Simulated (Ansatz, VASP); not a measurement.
**One calculation of Au, two programs**

```
CELL_PARAMETERS angstrom
2.63589 0.00000 0.00000
0.00000 2.63589 0.00000
0.00000 0.00000 2.63589
ATOMIC_POSITIONS crystal
Au 0.00000 0.00000 0.00000
```

Alike in both runs: task relaxation of cell and atoms; functional BLYP; k mesh 12 × 12 × 12; occupations fermi-dirac, width 0.1 eV; no spin polarisation.

```csv
,VASP,Ansatz
version,VASP 6.6.1,Ansatz 0.2.0
potentials or method,"VASP PAW PBE potentials, release 64 (Au), cutoff 600 eV","plane waves (420 eV) with PAW, scalar-relativistic"
valence electrons in the cell,11,19
```

|  | VASP | Ansatz | Ansatz less VASP |
| --- | --- | --- | --- |
| relaxed volume (Å³/atom) | 22.42 | 22.33 | -0.092 |
| relaxed cell length with the largest relative difference (Å) | 2.820 | 2.816 | -0.0039 |

VASP's potentials were made for PBE, not for BLYP. VASP's potentials hold 11 valence electrons a cell and Ansatz's 19, so a difference there can come from the potentials and not from the codes.

Neither program's run includes spin-orbit coupling. Noted on VASP's run: the volume moved by over 15 % at a fixed basis, so the end points are rough.
